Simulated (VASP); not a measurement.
NaTiO2, 4 atoms in the cell. It takes space group R-3m (No. 166, trigonal). Conventional cell: a = 3.063 Å, b = 3.063 Å, c = 16.463 Å, α = 90.00°, β = 90.00°, γ = 120.00°. Within 3.1 Å of Na (site symmetry -3m) lie 6 O at 2.38 Å and 6 Na at 3.06 Å. Ti (site symmetry -3m) has 6 O at 2.11 Å within 2.8 Å. Within 2.9 Å of O (site symmetry 3m) lie 3 Ti at 2.11 Å and 3 Na at 2.38 Å and 3 O at 2.89 Å. 

- Program: VASP 6.6.1
- Task: single point
- Functional: PBEsol
- Potentials or basis: VASP PAW PBE potentials, release 64 (Na_pv, Ti_sv, O)
- Cutoff: 520 eV
- k mesh: 10 × 10 × 10
- Occupations: fermi-dirac, width 0.1 eV
- Spin: no spin polarisation
- Dipole correction: no
- Further INCAR settings: ALGO = Normal; EDIFF = 1e-06; NBANDS = 24

Potentials or basis: VASP PAW PBE potentials, release 64 (Na_pv, Ti_sv, O).

The run is started by

```console
$ cat potpaw_PBE.64/Na_pv/POTCAR potpaw_PBE.64/Ti_sv/POTCAR potpaw_PBE.64/O/POTCAR > POTCAR
$ mpirun -np 1 vasp_std > vasp.out
```

Hardware: 1 thread of Intel(R) Xeon(R) Platinum 8559C (Emerald Rapids) (shared host).

**Question.** Estimate the wall time of this run.

**Answer.** Run time: 3.9 min on 1 thread of Intel(R) Xeon(R) Platinum 8559C (Emerald Rapids), with other jobs on the host, peak memory 0.38 GiB. Counts: scf iterations 15, k points 116.
